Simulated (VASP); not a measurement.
A run of VASP 6.6.1:

Contents of INCAR:

```
ALGO = Normal
EDIFF = 1E-6
ENCUT = 520
GGA = PS
ISIF = 2
ISMEAR = -1
LASPH = True
LCHARG = False
LREAL = False
LWAVE = False
NBANDS = 12
NELM = 100
PREC = Accurate
SIGMA = 0.1
```

KPOINTS

```
k-points
0
Gamma
  16 16 16
```

Contents of POSCAR:

```
Ti
1.0
    0.0000000000      1.9449464932      1.9449464932
    1.9449464932      0.0000000000      1.9449464932
    1.9449464932      1.9449464932      0.0000000000
Ti
1
Direct
    0.0000000000      0.0000000000      0.0000000000
```

Potentials or basis: VASP PAW PBE potentials, release 64 (Ti_sv).

Launch:

```sh
$ cat potpaw_PBE.64/Ti_sv/POTCAR > POTCAR
$ mpirun -np 1 vasp_std > vasp.out
```

Hardware: 1 thread of Intel Xeon 8259CL, with other jobs on the host.

Task: Estimate the wall time of this run.

Result: It took 32 s on 1 thread of Intel Xeon 8259CL, on a shared host, peak memory 0.14 GiB. Counts: scf iterations 12, k points 145.
